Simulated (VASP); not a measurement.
A run of VASP 6.6.1 is set up as follows.

Contents of INCAR:

```
SYSTEM = GaSb
ALGO     = Normal         ! electronic algorithm
EDIFF    = 1E-7           ! SCF threshold, eV
ENCUT    = 520            ! plane-wave cutoff, eV
ISIF     = 2              ! what is computed and relaxed
ISMEAR   = 0              ! smearing method
LASPH    = .TRUE.         ! aspherical terms in the spheres
LCHARG   = .TRUE.         ! write CHGCAR
LELF     = .TRUE.         ! ELF
LREAL    = .FALSE.        ! projectors in reciprocal space
LVHAR    = .TRUE.       
LWAVE    = .FALSE.        ! write WAVECAR
NBANDS   = 16             ! bands
NELM     = 100            ! most SCF steps
PREC     = Accurate       ! precision mode
SIGMA    = 0.15           ! smearing width, eV
```

Contents of KPOINTS:

```
k-points
0
G
  18 18 18
  0 0 0
```

File POSCAR:

```
GaSb
1.0
   -1.6011117343      2.3494217240      2.6294055863
    1.6011117343     -2.3494217240      2.6294055863
    1.6011117343      2.3494217240     -2.6294055863
Ga Sb
1 1
Direct
    0.0000000000      0.0000000000      0.0000000000
    0.5000000000      0.5000000000      0.0000000000
```

Potentials or basis: VASP PAW LDA potentials, release 64 (Ga_d, Sb).

The run is started by

```bash
$ cat potpaw_LDA.64/Ga_d/POTCAR potpaw_LDA.64/Sb/POTCAR > POTCAR
$ mpirun -np 1 vasp_std > vasp.out
```

Problem. Predict the pressure.

Solution. 10.7 GPa.

Problem. Estimate the band gap on the k mesh.

Solution. Zero (band 9 reaches 12.62 eV, above the bottom of band 10 at 5.65 eV).

Stress tensor (GPa, compression positive):
```
 6.66  0.00  0.00
 0.00  8.98  0.00
 0.00  0.00 16.57
```

Caveat: spin-orbit coupling is left out, which moves the levels of the heavy elements.
